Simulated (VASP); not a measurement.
Crystal: Ca.

```
CELL_PARAMETERS angstrom
0.00000 2.79420 2.79420
2.79420 0.00000 2.79420
2.79420 2.79420 0.00000
ATOMIC_POSITIONS crystal
Ca 0.00000 0.00000 0.00000
```

| Item | Value |
| --- | --- |
| Program | VASP 6.6.1 |
| Task | relaxation of cell and atoms |
| Functional | PBEsol |
| Potentials or basis | VASP PAW PBE potentials, release 64 (Ca_sv) |
| Cutoff | 600 eV |
| k mesh | 18 × 18 × 18 |
| Occupations | fermi-dirac, width 0.08 eV |
| Spin | no spin polarisation |

At the start: pressure -1.1 GPa; volume 43.63 Å³/atom.

How do energy, volume and symmetry change on relaxing?

Over 4 steps the energy falls by 11.0 meV/atom and the volume is 40.69 Å³/atom (-6.7 %); space group Fm-3m (No. 225, to 0.1 Å) before and after.

Step by step:
```csv
step,energy change (eV),largest force (eV/Å),pressure (GPa),volume (Å³)
1,0.0000,0.0000,-1.15,43.63
2,-0.0096,0.0000,-0.43,41.69
3,-0.0110,0.0000,0.02,40.63
4,-0.0110,0.0000,-0.01,40.69
```

Final structure:
```
CELL_PARAMETERS angstrom
0.00000 2.72992 2.72992
2.72992 0.00000 2.72992
2.72992 2.72992 0.00000
ATOMIC_POSITIONS crystal
Ca 0.00000 0.00000 0.00000
```

Caveat: the PAW data sets were made with another functional, which shifts forces and pressure a little.
